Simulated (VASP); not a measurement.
# Zr (P6_3/mmc) in VASP: a series of runs

Runs on Zr. Level: PBE. Tasks: single point.

Program: VASP 6.6.1. These are calculated values, not measurements. Logs are shortened: lines on timing, memory, paths and dates and some standing lists are left out, and cuts for length are marked.

## 1. The cell of the first run

It takes space group P6_3/mmc (No. 194, hexagonal). Conventional cell: a = 3.185 Å, b = 3.185 Å, c = 5.112 Å, α = 90.00°, β = 90.00°, γ = 120.00°. Within 4.1 Å of Zr (site symmetry -6m2) lie 12 Zr at 3.15 to 3.19 Å.

## 2. Single point, PBE (volume scaled by 0.960)

The input, INCAR:

```
PREC = Accurate
ENCUT = 520
EDIFF = 1E-6
ISMEAR = 0
SIGMA = 0.05
LREAL = F
LASPH = T
NELM = 60
ALGO = Fast
ISIF = 2
LWAVE = F
LCHARG = T
GGA = PE
LELF = T
LVHAR = T
NBANDS = 19
```

The input, KPOINTS:

```
regular mesh
0
Gamma
  16 16 10
```

The input, POSCAR:

```
Zr
1.0
    3.1851676616      0.0000000000      0.0000000000
   -1.5925838308      2.7584361103      0.0000000000
    0.0000000000      0.0000000000      5.1118959945
Zr
2
Direct
    0.3333333333      0.6666666667      0.2500000000
    0.6666666667      0.3333333333      0.7500000000
```

Potentials or basis: VASP PAW PBE potentials, release 64 (Zr_sv).

Launch:

```bash
$ cat potpaw_PBE.64/Zr_sv/POTCAR > POTCAR
$ mpirun -np 1 vasp_std > vasp.out
```

OUTCAR:

```text
PREC = Accurate
   ENCUT = 520
   EDIFF = 1E-6
   ISMEAR = 0
   LREAL = F
   LASPH = T
   NELM = 60
   ISIF = 2
   GGA = PE

 ion  position               nearest neighbor table
   1  0.333  0.667  0.250-   2 3.15   2 3.15   2 3.15   2 3.15   2 3.15   2 3.15
   2  0.667  0.333  0.750-   1 3.15   1 3.15   1 3.15   1 3.15   1 3.15   1 3.15

  LATTYP: Found a hexagonal cell.
 ALAT       =     3.1851676616
 C/A-ratio  =     1.6049064092

  Lattice vectors:

 A1 = (   3.1851676616,   0.0000000000,   0.0000000000)
 A2 = (  -1.5925838308,   2.7584361103,   0.0000000000)
 A3 = (   0.0000000000,   0.0000000000,   5.1118959945)

Analysis of symmetry for initial positions (statically):
=====================================================================
 Subroutine PRICEL returns:
 Original cell was already a primitive cell.

 Routine SETGRP: Setting up the symmetry group for a
 hexagonal supercell.

 Subroutine GETGRP returns: Found 24 space group operations
 (whereof 12 operations were pure point group operations)
 out of a pool of 24 trial point group operations.

The static configuration has the point symmetry D_3d.
 The point group associated with its full space group is D_6h.

Analysis of symmetry for dynamics (positions and initial velocities):
=====================================================================
 Subroutine PRICEL returns:
 Original cell was already a primitive cell.

 Routine SETGRP: Setting up the symmetry group for a
 hexagonal supercell.

 Subroutine GETGRP returns: Found 24 space group operations
 (whereof 12 operations were pure point group operations)
 out of a pool of 24 trial point group operations.

The dynamic configuration has the point symmetry D_3d.
 The point group associated with its full space group is D_6h.

 Subroutine INISYM returns: Found 24 space group operations
 (whereof 12 operations are pure point group operations),
 and found     1 'primitive' translations

----------------------------------------------------------------------------------------

                                     Primitive cell

  volume of cell :      44.9135

  direct lattice vectors                    reciprocal lattice vectors
     3.185167662  0.000000000  0.000000000     0.313955216  0.181262128  0.000000000
    -1.592583831  2.758436110  0.000000000     0.000000000  0.362524257  0.000000000
     0.000000000  0.000000000  5.111895995     0.000000000  0.000000000  0.195622133
[... 76 lines left out ...]
   ISTART =      0    job   : 0-new  1-cont  2-samecut
   ICHARG =      2    charge: 1-file 2-atom 10-const
   ISPIN  =      1    spin polarized calculation?
   LNONCOLLINEAR =      F non collinear calculations
   LSORBIT =      F    spin-orbit coupling
   LASPH  =      T    aspherical Exc in radial PAW
   ENCUT  =  520.0 eV  38.22 Ry    6.18 a.u.   5.92  5.92  9.50*2*pi/ulx,y,z
   NELM   =     60;   NELMIN=  2; NELMDL= -5     # of ELM steps
   EDIFF  = 0.1E-05   stopping-criterion for ELM
   LREAL  =      F    real-space projection
   EDIFFG = 0.1E-04   stopping-criterion for IOM
   NSW    =      0    number of steps for IOM
   IBRION =     -1    ionic relax: 0-MD 1-quasi-New 2-CG
   NFREE  =      0    steps in history (QN), initial steepest desc. (CG)
   ISIF   =      2    stress and relaxation
   ISYM   =      2    0-nonsym 1-usesym 2-fastsym
   POTIM  = 0.5000    time-step for ionic-motion
   TEBEG  =    0.0;   TEEND  =   0.0 temperature during run
   PSTRESS=    0.0 pullay stress
   NELECT =      24.0000    total number of electrons
   NUPDOWN=      -1.0000    fix difference up-down
   EMIN   =  10.00;   EMAX   =-10.00  energy-range for DOS
   EFERMI =   0.00;   METHOD = LEGACY
   ISMEAR =     0;   SIGMA  =   0.05  broadening in eV -4-tet -1-fermi 0-gaus
   EFERMI_NEDOS =   21; number of points for ismear=-14 and -15
   IALGO  =     68    algorithm
   IMIX   =      4    mixing-type and parameters
     AMIX     =   0.40;   BMIX     =  1.00
     AMIX_MAG =   1.60;   BMIX_MAG =  1.00
  volume/ion in A,a.u.               =      22.46       151.55
  Fermi-wavevector in a.u.,A,eV,Ry     =   1.328473  2.510451 24.012124  1.764841
  Thomas-Fermi vector in A             =   2.457708
   LORBIT       =      0    0 simple, 1 ext, 2 COOP (PROOUT), +10 PAW based schemes
   GGA     = PE    functional components
   LHFCALC =     F    Hartree Fock is set to
   AEXX    =    0.0000 exact exchange contribution
   IVDW    =     0    specifies the selected vdW correction
   LEPSILON=     F    determine dielectric tensor
   LRPA    =     F    only Hartree local field effects (RPA)
 non-spin polarized calculation
 RMM-DIIS sequential band-by-band and
 Gauss-broadening in eV      SIGMA  =   0.05
  energy-cutoff  :      520.00
  volume of cell :       44.91
 maximum number of plane-waves:      1225
 NGX is ok and might be reduce to    24
   NGX = 11   NGY = 11   NGZ = 19

 number of electron      24.0000000 magnetization

 Free energy of the ion-electron system (eV)
  ---------------------------------------------------
  ext. energy  EPLUGINS =         0.00000000
  ---------------------------------------------------
  free energy    TOTEN  =       -17.01939075 eV

  energy without entropy =      -17.01665577  energy(sigma->0) =      -17.01802326

 E-fermi :   9.4087     XC(G=0): -11.2469

 val. band max:        9.4066962094   @ k =   0.0000   0.0000   0.5000
 cond. band min:       9.4120930906   @ k =   0.1875   0.1875   0.5000
 fundamental gap:      0.0053968812
 Fermi energy:         9.4087333901

 k-point     1 :       0.0000    0.0000    0.0000
  band No.  band energies     occupation
      1     -39.3675      2.00000
      2     -39.1932      2.00000
      3     -17.9503      2.00000
      4     -16.9749      2.00000
      5     -16.9749      2.00000
      6     -16.8386      2.00000
[... 505 lines left out ...]
      6     -17.2172      2.00000
[... 11 lines left out ...]
     18      14.4723      0.00000
     19      14.7889      0.00000

 [... further k-points ...]
[... 5 lines left out ...]
  --------------------------------------------------------------------------------------
  -------------------------------------------------------------------------------------
  Total        1.1476889      1.1476889      1.1464342      0.0000000     -0.0000000      0.0000000
  in kB       40.9409150     40.9409150     40.8961567      0.0000000     -0.0000000      0.0000000
  external PRESSURE =      40.9259956 kB  Pullay stress =       0.0000000 kB

 VOLUME and BASIS-vectors are now :
 -----------------------------------------------------------------------------
  energy-cutoff  :      520.00
  volume of cell :       44.91
      direct lattice vectors                 reciprocal lattice vectors
     3.185167662  0.000000000  0.000000000     0.313955216  0.181262128  0.000000000
    -1.592583831  2.758436110  0.000000000     0.000000000  0.362524257  0.000000000
     0.000000000  0.000000000  5.111895995     0.000000000  0.000000000  0.195622133

 POSITION                                       TOTAL-FORCE (eV/Angst)
 -----------------------------------------------------------------------------------
     -0.00000      1.83896      1.27797        -0.000000      0.000000      0.000000
      1.59258      0.91948      3.83392         0.000000     -0.000000      0.000000
 -----------------------------------------------------------------------------------
    total drift:                                0.000000     -0.000000      0.000000

  FREE ENERGIE OF THE ION-ELECTRON SYSTEM (eV)
  ---------------------------------------------------
  free  energy   TOTEN  =       -17.0193907540 eV

  energy  without entropy=      -17.0166557694  energy(sigma->0) =      -17.01802326
```

stdout:

```text
POSCAR found type information on POSCAR Zr
 POSCAR found :  1 types and       2 ions
 scaLAPACK will be used
 LDA part: xc-table for (Slater+PW92), standard interpolation
 POSCAR, INCAR and KPOINTS ok, starting setup
 FFT: planning ... GRIDC
 FFT: planning ... GRID_SOFT
 FFT: planning ... GRID
 WAVECAR not read
 entering main loop
WARNING in EDDRMM: call to ZHEGV failed, returncode =   6  3     18
WARNING in EDDRMM: call to ZHEGV failed, returncode =   8  4     12
WARNING in EDDRMM: call to ZHEGV failed, returncode =   6  3     13
WARNING in EDDRMM: call to ZHEGV failed, returncode =   8  4     11
WARNING in EDDRMM: call to ZHEGV failed, returncode =   6  3      7
WARNING in EDDRMM: call to ZHEGV failed, returncode =   8  4      3
WARNING in EDDRMM: call to ZHEGV failed, returncode =   6  3     11
```

Wall time 74 s (1 thread of Intel Xeon 6975P-C (Granite Rapids), shared host); peak memory 0.25 GiB.

What came out:

```yaml
Free_energy: -17.0194 eV
Pressure: 4.1 GPa
Band_gap_on_the_k_mesh: zero (band 12 reaches 10.39 eV, above the bottom of band 13 at 9.13 eV)
```

Caveat: the cell differs from its parent crystal (volume scaled by 0.960).

## 3. Single point, PBE (volume scaled by 0.980)

The input, INCAR:

```
PREC = Accurate
ENCUT = 520
EDIFF = 1E-7
ISMEAR = 0
SIGMA = 0.05
LREAL = False
LASPH = True
NELM = 100
ALGO = Fast
ISIF = 2
LWAVE = False
LCHARG = False
GGA = PE
NBANDS = 19
```

The input, KPOINTS:

```
Automatic mesh
0
Gamma
  16 16 10
```

The input, POSCAR:

```
Zr
1.0
    3.2103436958      0.0000000000      0.0000000000
   -1.6051718479      2.7802391955      0.0000000000
    0.0000000000      0.0000000000      5.1368677804
Zr
2
Direct
    0.3333333333      0.6666666667      0.2500000000
    0.6666666667      0.3333333333      0.7500000000
```

Potentials or basis: VASP PAW PBE potentials, release 64 (Zr_sv).

Launch:

```bash
$ cat potpaw_PBE.64/Zr_sv/POTCAR > POTCAR
$ mpirun -np 1 vasp_std > vasp.out
```

Wall time 90 s (1 thread of Intel Xeon 6975P-C (Granite Rapids), shared host); peak memory 0.25 GiB.

It converged, with:

```
Free energy            : -17.0374 eV
Pressure               : 2.0 GPa
Band gap on the k mesh : zero (band 12 reaches 10.13 eV, above the bottom of band 13 at 8.89 eV)
```

Stress tensor (GPa, compression positive):
```
1.92 0.00 0.00
0.00 1.92 0.00
0.00 0.00 2.06
```

Levels at points of the mesh, in eV from the Fermi level:
```tsv
k point	band 9	band 10	band 11	band 12	band 13	band 14	band 15	band 16
(0.00, 0.00, 0.00)	-5.69	-3.08	0.87	0.87	0.97	1.18	1.56	1.56
(0.50, 0.00, 0.00)	-2.63	-2.54	-2.20	-0.18	0.55	0.77	1.46	5.00
(0.00, 0.00, 0.50)	-3.98	-3.98	0.01	0.01	0.78	0.78	0.78	0.78
(0.50, 0.00, 0.50)	-2.92	-2.92	-1.10	-1.10	1.68	1.68	2.25	2.25
```

Caveat: the cell differs from its parent crystal (volume scaled by 0.980).

## 4. Single point, PBE

This run uses another cell than the first one, of 23.39 Å³/atom, 1.042 times its volume.

The input, INCAR:

```
SYSTEM = Zr
PREC     = Accurate       ! precision mode
ENCUT    = 520            ! plane-wave cutoff, eV
EDIFF    = 1E-7           ! SCF threshold, eV
ISMEAR   = 0              ! smearing method
SIGMA    = 0.05           ! smearing width, eV
LREAL    = .FALSE.        ! projectors in reciprocal space
LASPH    = .TRUE.         ! aspherical terms in the spheres
NELM     = 80             ! most SCF steps
ALGO     = Fast           ! electronic algorithm
ISIF     = 2              ! what is computed and relaxed
LWAVE    = .FALSE.        ! write WAVECAR
LCHARG   = .FALSE.        ! write CHGCAR
GGA      = PE             ! functional
NBANDS   = 19             ! bands
```

The input, KPOINTS:

```
regular mesh
0
G
  16 16 10
  0 0 0
```

The input, POSCAR:

```
Zr
1.0
    3.2320358653      0.0000000000      0.0000000000
   -1.6160179327      2.7990251653      0.0000000000
    0.0000000000      0.0000000000      5.1715773994
Zr
2
Direct
    0.3333333333      0.6666666667      0.2500000000
    0.6666666667      0.3333333333      0.7500000000
```

Launch:

```bash
$ cat potpaw_PBE.64/Zr_sv/POTCAR > POTCAR
$ mpirun -np 1 vasp_std > vasp.out
```

Wall time 93 s (1 thread of Intel Xeon 6975P-C (Granite Rapids), shared host); peak memory 0.25 GiB.

It converged, with:

```yaml
Free_energy: -17.0435 eV
Pressure: 0.0 GPa
Band_gap_on_the_k_mesh: zero (band 12 reaches 9.84 eV, above the bottom of band 13 at 8.66 eV)
```

Levels at points of the mesh, in eV from the Fermi level:
| k point | band 10 | band 11 | band 12 | band 13 | band 14 | band 15 |
| --- | --- | --- | --- | --- | --- | --- |
| (0.00, 0.00, 0.00) | -3.03 | 0.86 | 0.86 | 0.96 | 1.11 | 1.54 |
| (0.50, 0.00, 0.00) | -2.51 | -2.14 | -0.22 | 0.56 | 0.74 | 1.42 |
| (0.00, 0.00, 0.50) | -3.96 | 0.01 | 0.01 | 0.78 | 0.78 | 0.78 |
| (0.50, 0.00, 0.50) | -2.86 | -1.06 | -1.06 | 1.61 | 1.61 | 2.21 |

## 5. Single point, PBE (volume scaled by 1.020)

The input, INCAR:

```
SYSTEM = Zr
PREC = Accurate
ENCUT = 520
EDIFF = 1E-6
ISMEAR = 0
SIGMA = 0.05
LREAL = .False.
LASPH = .True.
NELM = 80
ALGO = Fast
ISIF = 2
LWAVE = .False.
LCHARG = .False.
GGA = PE
NBANDS = 19
```

The input, KPOINTS:

```
Automatic mesh
0
Gamma
  16 16 10
  0 0 0
```

The input, POSCAR:

```
Zr
1.0
    3.2534407001      0.0000000000      0.0000000000
   -1.6267203501      2.8175622960      0.0000000000
    0.0000000000      0.0000000000      5.2058272545
Zr
2
Direct
    0.3333333333      0.6666666667      0.2500000000
    0.6666666667      0.3333333333      0.7500000000
```

Potentials or basis: VASP PAW PBE potentials, release 64 (Zr_sv).

Launch:

```bash
$ cat potpaw_PBE.64/Zr_sv/POTCAR > POTCAR
$ mpirun -np 1 vasp_std > vasp.out
```

OUTCAR:

```text
SYSTEM = Zr
   PREC = Accurate
   ENCUT = 520
   EDIFF = 1E-6
   ISMEAR = 0
   LREAL = .False.
   LASPH = .True.
   NELM = 80
   ISIF = 2
   GGA = PE

 ion  position               nearest neighbor table
   1  0.333  0.667  0.250-   2 3.21   2 3.21   2 3.21   2 3.21   2 3.21   2 3.21
   2  0.667  0.333  0.750-   1 3.21   1 3.21   1 3.21   1 3.21   1 3.21   1 3.21

  LATTYP: Found a hexagonal cell.
 ALAT       =     3.2534407001
 C/A-ratio  =     1.6000990134

  Lattice vectors:

 A1 = (   3.2534407001,   0.0000000000,   0.0000000000)
 A2 = (  -1.6267203501,   2.8175622960,   0.0000000000)
[... 193 lines left out ...]
      6     -17.7219      2.00000
[... 505 lines left out ...]
      6     -18.0298      2.00000
[... 11 lines left out ...]
     18      13.4674      0.00000
     19      13.7158      0.00000

 [... further k-points ...]
[... 5 lines left out ...]
  --------------------------------------------------------------------------------------
  -------------------------------------------------------------------------------------
  Total       -0.5302496     -0.5302496     -0.5542751      0.0000000      0.0000000     -0.0000000
  in kB      -17.8026557    -17.8026557    -18.6092889      0.0000000      0.0000000     -0.0000000
  external PRESSURE =     -18.0715334 kB  Pullay stress =       0.0000000 kB

 VOLUME and BASIS-vectors are now :
 -----------------------------------------------------------------------------
  energy-cutoff  :      520.00
  volume of cell :       47.72
      direct lattice vectors                 reciprocal lattice vectors
     3.253440700  0.000000000  0.000000000     0.307366905  0.177458366  0.000000000
    -1.626720350  2.817562296  0.000000000     0.000000000  0.354916731  0.000000000
     0.000000000  0.000000000  5.205827254     0.000000000  0.000000000  0.192092429

 POSITION                                       TOTAL-FORCE (eV/Angst)
 -----------------------------------------------------------------------------------
     -0.00000      1.87837      1.30146        -0.000000     -0.000000      0.000000
      1.62672      0.93919      3.90437         0.000000      0.000000      0.000000
 -----------------------------------------------------------------------------------
    total drift:                               -0.000000      0.000000     -0.000000

  FREE ENERGIE OF THE ION-ELECTRON SYSTEM (eV)
  ---------------------------------------------------
  free  energy   TOTEN  =       -17.0386011936 eV

  energy  without entropy=      -17.0366595382  energy(sigma->0) =      -17.03763037
```

OSZICAR:

```text
N       E                     dE             d eps       ncg     rms          rms(c)
DAV:   1     0.218210116907E+03    0.21821E+03   -0.13205E+04  6840   0.125E+03
DAV:   2    -0.143052613014E+01   -0.21964E+03   -0.21542E+03  7932   0.367E+02
DAV:   3    -0.173615002375E+02   -0.15931E+02   -0.15782E+02 12437   0.719E+01
[... 11 lines left out ...]
RMM:  15    -0.170385911321E+02   -0.88317E-05   -0.68774E-05 11116   0.402E-02    0.541E-03
RMM:  16    -0.170385957789E+02   -0.46468E-05   -0.36393E-05  9756   0.284E-02    0.631E-04
RMM:  17    -0.170385986096E+02   -0.28308E-05   -0.21331E-05  8161   0.202E-02    0.129E-03
RMM:  18    -0.170386002254E+02   -0.16157E-05   -0.13356E-05  7752   0.159E-02    0.242E-04
RMM:  19    -0.170386011936E+02   -0.96824E-06   -0.82937E-06  6607   0.124E-02
   1 F= -.17038601E+02 E0= -.17037630E+02  d E =-.194166E-02
```

stdout:

```text
POSCAR found type information on POSCAR Zr
 POSCAR found :  1 types and       2 ions
 scaLAPACK will be used
 LDA part: xc-table for (Slater+PW92), standard interpolation
 POSCAR, INCAR and KPOINTS ok, starting setup
 FFT: planning ... GRIDC
 FFT: planning ... GRID_SOFT
 FFT: planning ... GRID
 WAVECAR not read
 entering main loop
WARNING in EDDRMM: call to ZHEGV failed, returncode =   8  4     15
WARNING in EDDRMM: call to ZHEGV failed, returncode =   6  3     15
WARNING in EDDRMM: call to ZHEGV failed, returncode =   6  3     13
WARNING in EDDRMM: call to ZHEGV failed, returncode =   6  3     11
WARNING in EDDRMM: call to ZHEGV failed, returncode =   8  4     18
WARNING in EDDRMM: call to ZHEGV failed, returncode =   6  3     10
```

Wall time 71 s (1 thread of Intel Xeon 6975P-C (Granite Rapids), shared host); peak memory 0.25 GiB.

What came out:

```yaml
Free_energy: -17.0386 eV
Pressure: -1.8 GPa
Band_gap_on_the_k_mesh: zero (band 12 reaches 9.59 eV, above the bottom of band 13 at 8.44 eV)
```

Levels at points of the mesh, in eV from the Fermi level:
| k point | band 8 | band 9 | band 10 | band 11 | band 12 | band 13 | band 14 | band 15 | band 16 | band 17 |
| --- | --- | --- | --- | --- | --- | --- | --- | --- | --- | --- |
| (0.00, 0.00, 0.00) | -26.44 | -5.62 | -2.98 | 0.86 | 0.86 | 0.95 | 1.03 | 1.52 | 1.52 | 2.11 |
| (0.50, 0.00, 0.00) | -26.54 | -2.49 | -2.48 | -2.08 | -0.26 | 0.56 | 0.72 | 1.39 | 4.77 | 5.12 |
| (0.00, 0.00, 0.50) | -26.50 | -3.95 | -3.95 | 0.02 | 0.02 | 0.77 | 0.77 | 0.77 | 0.77 | 3.83 |
| (0.50, 0.00, 0.50) | -26.65 | -2.80 | -2.80 | -1.03 | -1.03 | 1.53 | 1.53 | 2.17 | 2.17 | 4.99 |

Caveat: the cell differs from its parent crystal (volume scaled by 1.020).

(Continued in part 2 of 2.)
